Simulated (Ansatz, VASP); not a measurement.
NbH2 in VASP and in Ansatz

The input POSCAR:

```
NbH2
1.0
    0.0000000000      2.2815000000      2.2815000000
    2.2815000000      0.0000000000      2.2815000000
    2.2815000000      2.2815000000      0.0000000000
Nb H
1 2
Direct
    0.0000000000      0.0000000000      0.0000000000
    0.2719154065      0.2719154065      0.2280845935
    0.7719154065      0.7719154065      0.7280845935
```

INCAR.step1

```
SYSTEM = NbH2
ALGO = Normal
EDIFF = 1E-4
ENCUT = 520
GGA = PE
ISMEAR = 0
LASPH = .True.
LCHARG = .False.
LREAL = .False.
LWAVE = .True.
NBANDS = 14
NELM = 60
PREC = Accurate
SIGMA = 0.15
```

The input INCAR.step2:

```
SYSTEM = NbH2
ALGO = Normal
EDIFF = 1E-7
ENCUT = 520
ISIF = 2
ISMEAR = 0
ISTART = 1
LASPH = .True.
LCHARG = .False.
LMIXTAU = .True.
LREAL = .False.
LWAVE = .False.
METAGGA = R2SCAN
NBANDS = 14
NELM = 60
PREC = Accurate
SIGMA = 0.15
```

The input KPOINTS:

```
k-points
0
Gamma
  18 18 18
  0 0 0
```

Input for Ansatz:

```yaml
crystal:
  lattice:
    - [0.0, 2.2815, 2.2815]
    - [2.2815, 0.0, 2.2815]
    - [2.2815, 2.2815, 0.0]
  atoms:
    - { symbol: Nb, position: [0.0, 0.0, 0.0] }
    - { symbol: H, position: [0.2719154065, 0.2719154065, 0.2280845935] }
    - { symbol: H, position: [0.7719154065, 0.7719154065, 0.7280845935] }
basis:
  ecutwfc: 500
kpoints:
  mp_grid: { grid: [18, 18, 18] }
hamiltonian:
  xc: r2scan
scf:
  occupations: { method: gaussian, width: 0.15 }
output:
  forces: true
  stress: true
  eigenvalues: true
  write_density: true
  write_potential: true
  elf: true
  volumetric_format: npy
```

Change from the starting cell: all H atoms moved -0.100 Å, as atom 2 towards its neighbour atom 3 (H) at 2.281 Å.

Alike in both runs: task single point; functional r2SCAN; k mesh 18 × 18 × 18; occupations gaussian, width 0.15 eV; no spin polarisation.

|  | VASP | Ansatz |
| --- | --- | --- |
| version | VASP 6.6.1 | Ansatz 0.2.0 |
| potentials or method | VASP PAW PBE potentials, release 64 (Nb_sv, H), cutoff 520 eV | scalar-relativistic, plane waves, PAW |
| valence electrons in the cell | 15 | 15 |

|  | VASP | Ansatz | Ansatz less VASP |
| --- | --- | --- | --- |
| gap on the k mesh at the Fermi level (eV) | none | none | - |
| pressure (GPa) | -1.5 | -1.2 | +0.30 |
| traceless stress, the component that is largest in VASP (GPa) | -0.59 | -0.59 | -0.003 |
| rms of the force components (eV/Å) | 0.318 | 0.319 | +0.0007 |

VASP's potentials were made for PBE, not for r2SCAN. Atom by atom the forces differ by 0.001 eV/Å (rms over components). A gap of «none» marks a metal or a gap that the smearing closes.
